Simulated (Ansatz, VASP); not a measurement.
Two plane-wave programs on In3Se

```
In Se
1.0
     4.70276    0.00000    0.00000
     0.00000    4.70276    0.00000
     0.00000    0.00000    4.70276
In Se
3 1
Direct
  0.00000 0.50000 0.50000
  0.50000 0.00000 0.50000
  0.50000 0.50000 0.00000
  0.00000 0.00000 0.00000
```

Alike in both runs: functional r2SCAN; dispersion rVV10; k mesh 10 × 10 × 10; occupations gaussian, width 0.1 eV; no spin polarisation.

Ansatz relaxed the structure, and its values are those at the end. VASP's run is a single point on that final structure, the one shown.

|  | VASP | Ansatz |
| --- | --- | --- |
| version | VASP 6.6.1 | Ansatz 0.2.0 |
| potentials or method | VASP PAW PBE potentials, release 64 (In_d, Se), cutoff 520 eV | scalar-relativistic, plane waves, PAW |
| valence electrons in the cell | 45 | 55 |

VASP gave:

```
gap on the k mesh at the Fermi level (eV) : none
pressure (GPa)                            : 0.2
```

Q: What did Ansatz give for the same quantities?

A: gap on the k mesh at the Fermi level (eV): none; pressure (GPa): 0.0.

VASP's potentials were made for PBE, not for r2SCAN. A gap of «none» marks a metal or a gap that the smearing closes. VASP's potentials hold 45 valence electrons a cell and Ansatz's 55, so a difference there can come from the potentials and not from the codes.
